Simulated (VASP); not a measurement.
# Mg (P6/mmm) in VASP: a series of runs

The runs below take Mg through single point, with r2SCAN.

Program: VASP 6.6.1. These are calculated values, not measurements. Logs are shortened: lines on timing, memory, paths and dates and some standing lists are left out, and cuts for length are marked.

## 1. The cell of the first run

It takes space group P6/mmm (No. 191, hexagonal). Conventional cell: a = 3.050 Å, b = 3.050 Å, c = 3.045 Å, α = 90.00°, β = 90.00°, γ = 120.00°. Mg (site symmetry 6/mmm) has 8 Mg at 3.04 to 3.05 Å within 4.0 Å.

## 2. Single point, r2SCAN

Contents of POSCAR:

```
Mg
1.0
    3.0502998005      0.0000000000      0.0000000000
   -1.5251499003      2.6416371164      0.0000000000
    0.0000000000      0.0000000000      3.0448375700
Mg
1
Direct
    0.0000000000      0.0000000000      0.0000000000
```

Contents of INCAR.step1:

```
PREC = Accurate
ENCUT = 520
ISMEAR = 0
SIGMA = 0.15
LREAL = False
LASPH = True
NELM = 60
NBANDS = 7
GGA = PE
ALGO = Normal
EDIFF = 1E-4
LWAVE = True
LCHARG = False
```

Contents of INCAR.step2:

```
PREC = Accurate
ENCUT = 520
EDIFF = 1E-6
ISMEAR = 0
SIGMA = 0.15
LREAL = False
LASPH = True
NELM = 60
ALGO = Normal
ISIF = 2
LWAVE = False
LCHARG = False
METAGGA = R2SCAN
LMIXTAU = True
NBANDS = 7
ISTART = 1
```

Contents of KPOINTS:

```
regular mesh
0
Gamma
  18 18 16
```

Potentials or basis: VASP PAW PBE potentials, release 64 (Mg).

On the command line:

```console
> cat potpaw_PBE.64/Mg/POTCAR > POTCAR
> cp INCAR.step1 INCAR
> mpirun -np 1 vasp_std > vasp.out
> cp INCAR.step2 INCAR
> mpirun -np 1 vasp_std > vasp.out
```

OUTCAR:

```text
PREC = Accurate
   ENCUT = 520
   EDIFF = 1E-6
   ISMEAR = 0
   LREAL = False
   LASPH = True
   NELM = 60
   ISIF = 2
   METAGGA = R2SCAN
   ISTART = 1

 ion  position               nearest neighbor table
   1  0.000  0.000  0.000-

  LATTYP: Found a hexagonal cell.
 ALAT       =     3.0502998005
 C/A-ratio  =     0.9982092808

  Lattice vectors:

 A1 = (   3.0502998005,   0.0000000000,   0.0000000000)
 A2 = (  -1.5251499003,   2.6416371164,   0.0000000000)
 A3 = (   0.0000000000,   0.0000000000,   3.0448375700)

Analysis of symmetry for initial positions (statically):
=====================================================================
 Subroutine PRICEL returns:
 Original cell was already a primitive cell.

 Routine SETGRP: Setting up the symmetry group for a
 hexagonal supercell.

 Subroutine GETGRP returns: Found 24 space group operations
 (whereof 24 operations were pure point group operations)
 out of a pool of 24 trial point group operations.

The static configuration has the point symmetry D_6h.

Analysis of symmetry for dynamics (positions and initial velocities):
=====================================================================
 Subroutine PRICEL returns:
 Original cell was already a primitive cell.

 Routine SETGRP: Setting up the symmetry group for a
 hexagonal supercell.

 Subroutine GETGRP returns: Found 24 space group operations
 (whereof 24 operations were pure point group operations)
 out of a pool of 24 trial point group operations.

The dynamic configuration has the point symmetry D_6h.

 Subroutine INISYM returns: Found 24 space group operations
 (whereof 24 operations are pure point group operations),
 and found     1 'primitive' translations

----------------------------------------------------------------------------------------

                                     Primitive cell

  volume of cell :      24.5346

  direct lattice vectors                    reciprocal lattice vectors
     3.050299800  0.000000000  0.000000000     0.327836628  0.189276565  0.000000000
    -1.525149900  2.641637116  0.000000000     0.000000000  0.378553130  0.000000000
     0.000000000  0.000000000  3.044837570     0.000000000  0.000000000  0.328424744

  length of vectors
     3.050299800  3.050299801  3.044837570     0.378553130  0.378553130  0.328424744

  position of ions in fractional coordinates (direct lattice)
     0.000000000  0.000000000  0.000000000

  ion indices of the primitive-cell ions
   primitive index   ion index
                 1           1

----------------------------------------------------------------------------------------

 KPOINTS: regular mesh

Automatic generation of k-mesh.
 Grid dimensions read from file:
 generate k-points for:   18   18   16

 Generating k-lattice:

  Cartesian coordinates                     Fractional coordinates (reciprocal lattice)
     0.018213146  0.010515365  0.000000000     0.055555556  0.000000000  0.000000000
     0.000000000  0.021030729  0.000000000     0.000000000  0.055555556  0.000000000
     0.000000000  0.000000000  0.020526547     0.000000000  0.000000000  0.062500000

  Length of vectors
     0.021030729  0.021030729  0.020526547

  Shift w.r.t. Gamma in fractional coordinates (k-lattice)
     0.000000000  0.000000000  0.000000000

 Subroutine IBZKPT returns following result:
 ===========================================

 Found    333 irreducible k-points:

 Following reciprocal coordinates:
            Coordinates               Weight
  0.000000  0.000000  0.000000      1.000000
  0.055556  0.000000  0.000000      6.000000
  0.111111  0.000000  0.000000      6.000000
  0.166667  0.000000  0.000000      6.000000
  0.222222  0.000000  0.000000      6.000000
  0.277778  0.000000  0.000000      6.000000
[... 16 lines left out ...]
  0.333333  0.111111  0.000000     12.000000
  0.388889  0.111111  0.000000     12.000000
 [... further k-points ...]
   k-points           NKPTS =    333   k-points in BZ     NKDIM =    333   number of bands    NBANDS=      7
   number of dos      NEDOS =    301   number of ions     NIONS =      1
   total plane-waves  NPLWV =  13824
   dimension x,y,z NGX =    24 NGY =   24 NGZ =   24
   dimension x,y,z NGXF=    48 NGYF=   48 NGZF=   48
   ions per type =               1
   NGX,Y,Z   is equivalent  to a cutoff of  13.08, 13.08, 13.10 a.u.
   NGXF,Y,Z  is equivalent  to a cutoff of  26.16, 26.16, 26.21 a.u.
 SYSTEM =  unknown system
   PREC   = accura    normal or accurate (medium, high low for compatibility)
   ISTART =      1    job   : 0-new  1-cont  2-samecut
   ICHARG =      0    charge: 1-file 2-atom 10-const
   ISPIN  =      1    spin polarized calculation?
   LNONCOLLINEAR =      F non collinear calculations
   LSORBIT =      F    spin-orbit coupling
   LASPH  =      T    aspherical Exc in radial PAW
   ENCUT  =  520.0 eV  38.22 Ry    6.18 a.u.   5.67  5.67  5.66*2*pi/ulx,y,z
   NELM   =     60;   NELMIN=  2; NELMDL=  0     # of ELM steps
   EDIFF  = 0.1E-05   stopping-criterion for ELM
   LREAL  =      F    real-space projection
   EDIFFG = 0.1E-04   stopping-criterion for IOM
   NSW    =      0    number of steps for IOM
   IBRION =     -1    ionic relax: 0-MD 1-quasi-New 2-CG
   NFREE  =      0    steps in history (QN), initial steepest desc. (CG)
   ISIF   =      2    stress and relaxation
   ISYM   =      2    0-nonsym 1-usesym 2-fastsym
   POTIM  = 0.5000    time-step for ionic-motion
   TEBEG  =    0.0;   TEEND  =   0.0 temperature during run
   PSTRESS=    0.0 pullay stress
   NELECT =       2.0000    total number of electrons
   NUPDOWN=      -1.0000    fix difference up-down
   EMIN   =  10.00;   EMAX   =-10.00  energy-range for DOS
   EFERMI =   0.00;   METHOD = LEGACY
   ISMEAR =     0;   SIGMA  =   0.15  broadening in eV -4-tet -1-fermi 0-gaus
   EFERMI_NEDOS =   21; number of points for ismear=-14 and -15
   IALGO  =     38    algorithm
   IMIX   =      4    mixing-type and parameters
     AMIX     =   0.40;   BMIX     =  1.00
     AMIX_MAG =   1.60;   BMIX_MAG =  1.00
  volume/ion in A,a.u.               =      24.53       165.57
  Fermi-wavevector in a.u.,A,eV,Ry     =   0.709836  1.341396  6.855535  0.503868
  Thomas-Fermi vector in A             =   1.796524
   LORBIT       =      0    0 simple, 1 ext, 2 COOP (PROOUT), +10 PAW based schemes
   METAGGA = R2SCAN    functional components
   LHFCALC =     F    Hartree Fock is set to
   AEXX    =    0.0000 exact exchange contribution
   IVDW    =     0    specifies the selected vdW correction
   LEPSILON=     F    determine dielectric tensor
   LRPA    =     F    only Hartree local field effects (RPA)
 non-spin polarized calculation
 Gauss-broadening in eV      SIGMA  =   0.15
  energy-cutoff  :      520.00
  volume of cell :       24.53
 maximum number of plane-waves:       674
 NGX is ok and might be reduce to    24
   NGX = 11   NGY = 11   NGZ = 11

 number of electron       2.0000000 magnetization

 Free energy of the ion-electron system (eV)
  ---------------------------------------------------
  ext. energy  EPLUGINS =         0.00000000
  ---------------------------------------------------
  free energy    TOTEN  =        -3.87234463 eV

  energy without entropy =       -3.86762219  energy(sigma->0) =       -3.86998341

 E-fermi :   2.2773     XC(G=0):  -8.8345

 val. band max:        2.2737674372   @ k =   0.3889   0.0556   0.4375
 cond. band min:       2.3219782933   @ k =   0.3333   0.3333   0.0625
 fundamental gap:      0.0482108561
 Fermi energy:         2.2773086035

 k-point     1 :       0.0000    0.0000    0.0000
  band No.  band energies     occupation
      1      -4.8373      2.00000
      2      10.8252      0.00000
      3      11.7509      0.00000
      4      15.7135      0.00000
      5      15.7135      0.00000
      6      17.0712      0.00000
      7      17.0712      0.00000

 k-point     2 :       0.0556    0.0000    0.0000
  band No.  band energies     occupation
      1      -4.7659      2.00000
      2      10.8205      0.00000
      3      11.8104      0.00000
      4      14.4545      0.00000
      5      15.1840      0.00000
      6      17.0425      0.00000
      7      17.7209      0.00000

 k-point     3 :       0.1111    0.0000    0.0000
  band No.  band energies     occupation
      1      -4.5518      2.00000
      2      10.7119      0.00000
      3      11.9888      0.00000
      4      12.7179      0.00000
      5      14.3850      0.00000
      6      16.6134      0.00000
      7      18.8796      0.00000

 k-point     4 :       0.1667    0.0000    0.0000
  band No.  band energies     occupation
      1      -4.1961      2.00000
      2       9.9173      0.00000
      3      11.6906      0.00000
      4      12.2863      0.00000
      5      13.6481      0.00000
      6      16.1794      0.00000
      7      20.2129      0.00000

 k-point     5 :       0.2222    0.0000    0.0000
  band No.  band energies     occupation
      1      -3.7004      2.00000
      2       8.3356      0.00000
      3      11.5013      0.00000
      4      12.7031      0.00000
      5      13.0141      0.00000
      6      15.9326      0.00000
      7      21.6740      0.00000

 k-point     6 :       0.2778    0.0000    0.0000
  band No.  band energies     occupation
      1      -3.0667      2.00000
      2       6.6584      0.00000
      3      11.4405      0.00000
      4      12.4923      0.00000
      5      13.2390      0.00000
      6      15.9656      0.00000
      7      21.9642      0.00000

 k-point     7 :       0.3333    0.0000    0.0000
  band No.  band energies     occupation
      1      -2.2983      2.00000
      2       5.0478      0.00000
      3      11.3547      0.00000
      4      12.0855      0.00000
      5      13.8927      0.00000
      6      16.2974      0.00000
      7      20.5039      0.00000

 k-point     8 :       0.3889    0.0000    0.0000
  band No.  band energies     occupation
      1      -1.4003      2.00000
      2       3.5398      0.00000
      3      11.2533      0.00000
      4      11.7946      0.00000
      5      14.6585      0.00000
      6      16.8838      0.00000
      7      19.1481      0.00000

 k-point     9 :       0.4444    0.0000    0.0000
  band No.  band energies     occupation
      1      -0.3874      2.00000
      2       2.1586      1.73682
      3      11.1738      0.00000
      4      11.6200      0.00000
      5      15.5088      0.00000
      6      17.6213      0.00000
      7      17.9390      0.00000

 k-point    10 :       0.5000    0.0000    0.0000
  band No.  band energies     occupation
      1       0.4781      2.00000
      2       1.1702      2.00000
      3      11.1442      0.00000
      4      11.5618      0.00000
      5      16.1302      0.00000
      6      17.1973      0.00000
      7      18.1097      0.00000

 k-point    11 :       0.0556    0.0556    0.0000
  band No.  band energies     occupation
      1      -4.6231      2.00000
      2      10.7803      0.00000
      3      11.9293      0.00000
      4      13.1776      0.00000
      5      14.4193      0.00000
      6      17.4995      0.00000
      7      17.7779      0.00000
[... 51 lines left out ...]
 k-point    17 :       0.3889    0.0556    0.0000
  band No.  band energies     occupation
      1      -0.8549      2.00000
      2       2.8797      0.00000
      3       9.8749      0.00000
      4      13.0143      0.00000
      5      15.1240      0.00000
      6      17.3535      0.00000
      7      18.5626      0.00000

 k-point    18 :       0.4444    0.0556    0.0000
  band No.  band energies     occupation
      1       0.1859      2.00000
      2       1.5934      2.00000
      3       9.7706      0.00000
      4      12.9716      0.00000
      5      15.9650      0.00000
      6      17.4816      0.00000
      7      18.0161      0.00000

 k-point    19 :       0.1111    0.1111    0.0000
  band No.  band energies     occupation
      1      -3.9834      2.00000
      2      10.0412      0.00000
      3      10.2265      0.00000
      4      12.4650      0.00000
      5      13.4057      0.00000
      6      18.0116      0.00000
      7      18.6001      0.00000

 k-point    20 :       0.1667    0.1111    0.0000
  band No.  band energies     occupation
      1      -3.4887      2.00000
      2       8.5003      0.00000
      3       9.6059      0.00000
      4      12.8823      0.00000
      5      13.4960      0.00000
      6      17.7419      0.00000
      7      19.7489      0.00000

 k-point    21 :       0.2222    0.1111    0.0000
  band No.  band energies     occupation
      1      -2.8564      2.00000
      2       6.8289      0.00000
      3       9.1427      0.00000
      4      13.4189      0.00000
      5      13.7837      0.00000
      6      17.4098      0.00000
      7      21.1875      0.00000

 k-point    22 :       0.2778    0.1111    0.0000
  band No.  band energies     occupation
      1      -2.0899      2.00000
      2       5.2291      0.00000
      3       8.7544      0.00000
      4      14.0738      0.00000
      5      14.1143      0.00000
      6      17.3032      0.00000
      7      20.6743      0.00000

 k-point    23 :       0.3333    0.1111    0.0000
  band No.  band energies     occupation
      1      -1.1942      2.00000
      2       3.7298      0.00000
      3       8.4656      0.00000
      4      14.3664      0.00000
      5      14.8421      0.00000
      6      17.5034      0.00000
      7      19.3193      0.00000

 k-point    24 :       0.3889    0.1111    0.0000
  band No.  band energies     occupation
      1      -0.1844      2.00000
      2       2.3553      0.46216
      3       8.2885      0.00000
      4      14.4934      0.00000
      5      15.6989      0.00000
      6      17.9655      0.00000
      7      18.1044      0.00000

 [... further k-points ...]
[... 5 lines left out ...]
  --------------------------------------------------------------------------------------
  -------------------------------------------------------------------------------------
  Total        0.0986537      0.0986537     -0.0268001     -0.0000000      0.0000000      0.0000000
  in kB        6.4423457      6.4423457     -1.7501154     -0.0000000      0.0000000      0.0000000
  external PRESSURE =       3.7115253 kB  Pullay stress =       0.0000000 kB

 VOLUME and BASIS-vectors are now :
 -----------------------------------------------------------------------------
  energy-cutoff  :      520.00
  volume of cell :       24.53
      direct lattice vectors                 reciprocal lattice vectors
     3.050299800  0.000000000  0.000000000     0.327836628  0.189276565  0.000000000
    -1.525149900  2.641637116  0.000000000     0.000000000  0.378553130  0.000000000
     0.000000000  0.000000000  3.044837570     0.000000000  0.000000000  0.328424744

 POSITION                                       TOTAL-FORCE (eV/Angst)
 -----------------------------------------------------------------------------------
      0.00000      0.00000      0.00000        -0.000000      0.000000      0.000000
 -----------------------------------------------------------------------------------
    total drift:                                0.000000      0.000000      0.000000

  FREE ENERGIE OF THE ION-ELECTRON SYSTEM (eV)
  ---------------------------------------------------
  free  energy   TOTEN  =        -3.8723446259 eV

  energy  without entropy=       -3.8676221949  energy(sigma->0) =       -3.86998341
```

Wall time 66 s (1 thread of Intel Xeon 6975P-C, shared host); peak memory 0.19 GiB.

Results:

| Quantity | Value |
| --- | --- |
| Free energy | -3.8723 eV |
| Pressure | 0.4 GPa |
| Band gap on the k mesh | zero (band 1 reaches 5.55 eV, above the bottom of band 2 at -0.39 eV) |

Stress tensor (GPa, compression positive):
```
 0.64  0.00  0.00
 0.00  0.64  0.00
 0.00  0.00 -0.18
```

Levels at points of the mesh, in eV from the Fermi level:
| k point | band 1 | band 2 | band 3 | band 4 |
| --- | --- | --- | --- | --- |
| (0.00, 0.00, 0.00) | -7.11 | 8.55 | 9.47 | 13.44 |
| (0.50, 0.00, 0.00) | -1.80 | -1.11 | 8.87 | 9.28 |
| (0.00, 0.00, 0.50) | -3.01 | -2.67 | 15.76 | 15.76 |
| (0.50, 0.00, 0.50) | 1.59 | 2.58 | 3.08 | 3.50 |

Caveat: the PAW data sets were made with another functional, which shifts forces and pressure a little.

## 3. Single point, r2SCAN

POSCAR is that of step 2.

Contents of INCAR.step1:

```
  PREC = Accurate
  ENCUT = 520
  ISMEAR = 0
  SIGMA = 0.15
  LREAL = F
  LASPH = T
  NELM = 60
  NBANDS = 7
  GGA = PE
  ALGO = Normal
  EDIFF = 1E-4
  LWAVE = T
  LCHARG = F
```

Contents of INCAR.step2:

```
  PREC = Accurate
  ENCUT = 520
  EDIFF = 1E-7
  ISMEAR = 0
  SIGMA = 0.15
  LREAL = F
  LASPH = T
  NELM = 60
  ALGO = Normal
  ISIF = 2
  LWAVE = F
  LCHARG = T
  METAGGA = R2SCAN
  LMIXTAU = T
  LELF = T
  LVHAR = T
  NBANDS = 7
  ISTART = 1
```

Contents of KPOINTS:

```
Automatic mesh
0
Gamma
  21 21 18
```

Potentials or basis: VASP PAW PBE potentials, release 64 (Mg).

On the command line:

```console
> cat potpaw_PBE.64/Mg/POTCAR > POTCAR
> cp INCAR.step1 INCAR
> mpirun -np 1 vasp_std > vasp.out
> cp INCAR.step2 INCAR
> mpirun -np 1 vasp_std > vasp.out
```

It took 1.9 min on 1 thread of Intel Xeon 6975P-C, shared host; peak memory 0.21 GiB.

The run converged. Its results:

| Property | Result |
| --- | --- |
| Free energy | -3.8720 eV |
| Pressure | 0.4 GPa |
| Band gap on the k mesh | zero (band 1 reaches 5.55 eV, above the bottom of band 2 at -0.39 eV) |

Stress tensor (GPa, compression positive):
```
 0.65  0.00  0.00
 0.00  0.65  0.00
 0.00  0.00 -0.20
```

Levels at points of the mesh, in eV from the Fermi level:
| k point | band 1 | band 2 | band 3 | band 4 |
| --- | --- | --- | --- | --- |
| (0.00, 0.00, 0.00) | -7.12 | 8.54 | 9.46 | 13.43 |
| (0.00, 0.00, 0.50) | -3.02 | -2.68 | 15.75 | 15.75 |

Caveat: the PAW data sets were made with another functional, which shifts forces and pressure a little.
